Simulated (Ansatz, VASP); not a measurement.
Pt4C in VASP and in Ansatz

Contents of INCAR:

```
SYSTEM = Pt4C
PREC = Accurate
ENCUT = 520
EDIFF = 1E-6
ISMEAR = 0
SIGMA = 0.1
LREAL = .False.
LASPH = .True.
NELM = 200
ALGO = Normal
ISIF = 2
LWAVE = .False.
LCHARG = .False.
ISPIN = 2
MAGMOM = 0 0 0 0 2
LORBIT = 11
LMAXMIX = 4
LDIPOL = .True.
IDIPOL = 3
DIPOL = 0.5 0.5 0.338
GGA = PS
NBANDS = 34
GGA_COMPAT = .False.
NELMDL = -8
```

File KPOINTS:

```
regular mesh
0
Gamma
  10 7 1
  0 0 0
```

POSCAR

```
Pt4C
1.0
    2.7704032196      0.0000000000      0.0000000000
    0.0000000000      3.9179418064      0.0000000000
    0.0000000000      0.0000000000     21.0969749094
Pt C
4 1
Direct
    0.5000000000      0.5000000000      0.1896006426
    0.0000000000      0.0000000000      0.2552594214
    0.5000000000      0.5000000000      0.3256256435
    0.0000000000      0.0000000000      0.3837979115
    0.0000000000      0.0000000000      0.5340564208
```

Input for Ansatz:

```yaml
crystal:
  lattice:
    - [2.7704032196, 0.0, 0.0]
    - [0.0, 3.9179418064, 0.0]
    - [0.0, 0.0, 21.0969749094]
  atoms:
    - { symbol: Pt, position: [0.5, 0.5, 0.1896006426] }
    - { symbol: Pt, position: [0.0, 0.0, 0.2552594214] }
    - { symbol: Pt, position: [0.5, 0.5, 0.3256256435] }
    - { symbol: Pt, position: [0.0, 0.0, 0.3837979115] }
    - { symbol: C, position: [0.0, 0.0, 0.5340564208], spin: 2.0 }
basis:
  ecutwfc: 420
kpoints:
  mp_grid: { grid: [10, 7, 1] }
hamiltonian:
  xc: pbesol
  pseudopotentials: { kind: paw, azcp: { folder: soft_1 } }
scf:
  occupations: { method: gaussian, width: 0.1 }
output:
  forces: true
  eigenvalues: true
  populations: true
magnetization:
  spin_polarized: true
efield:
  axis: 3
  dipole_correction: true
  ramp_width: 0.04
```

Alike in both runs: task single point; functional PBEsol; k mesh 10 × 7 × 1; occupations gaussian, width 0.1 eV; collinear spin.

|  | VASP | Ansatz |
| --- | --- | --- |
| version | VASP 6.6.1 | Ansatz 0.2.0 |
| potentials or method | VASP PAW PBE potentials, release 64 (Pt, C), cutoff 520 eV | scalar-relativistic, plane waves, PAW |
| valence electrons in the cell | 44 | 76 |

VASP gave:

```
gap on the k mesh at the Fermi level (eV)                     : none
rms of the force components (eV/Å)                            : 0.512
net moment per atom (μB)                                      : 0.24
size of the moment on the site where the two differ most (μB) : 0.79
```

Task: Estimate Ansatz's values.

Result: gap on the k mesh at the Fermi level (eV): none; rms of the force components (eV/Å): 0.515; net moment per atom (μB): 0.24; size of the moment on the site where the two differ most (μB): 1.31.

VASP's potentials were made for PBE, not for PBEsol, and Ansatz warns of the same on its side. Site moments also hang on the region over which each program counts them. Atom by atom the forces differ by 0.008 eV/Å (rms over components). A gap of «none» marks a metal or a gap that the smearing closes. VASP's potentials hold 44 valence electrons a cell and Ansatz's 76, so a difference there can come from the potentials and not from the codes.

Spin-orbit coupling is off throughout.
